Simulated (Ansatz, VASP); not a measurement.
# Two plane-wave programs on B5C2

```
B C
1.0
     2.85555    0.00000    0.00000
    -1.42777    2.47298    0.00000
     0.00000    0.00000    8.40483
B C
5 2
Direct
  0.66880 0.00000 0.12075
  0.00000 0.66880 0.12075
  0.33120 0.33120 0.12075
  0.33333 0.66667 0.80333
  0.66667 0.33333 0.80333
  0.33333 0.66667 0.56945
  0.66667 0.33333 0.56945
```

Alike in both runs: functional PBE; k mesh 6 × 6 × 2; occupations gaussian, width 0.2 eV; no spin polarisation.

Ansatz relaxed the structure, and its values are those at the end. VASP's run is a single point on that final structure, the one shown.

```csv
,VASP,Ansatz
version,VASP 6.6.1,Ansatz 0.2.0
potentials or method,"VASP PAW PBE potentials, release 64 (B, C), cutoff 600 eV","scalar-relativistic, plane waves, PAW"
valence electrons in the cell,23,23
```

```csv
,VASP,Ansatz,Ansatz less VASP
gap on the k mesh at the Fermi level (eV),none,none,-
pressure (GPa),0.0,0.1,+0.04
rms of the force components (eV/Å),0.007,0.007,+0.0007
```

A gap of «none» marks a metal or a gap that the smearing closes.

The k mesh is coarse, so the values compare programs but aren't converged.
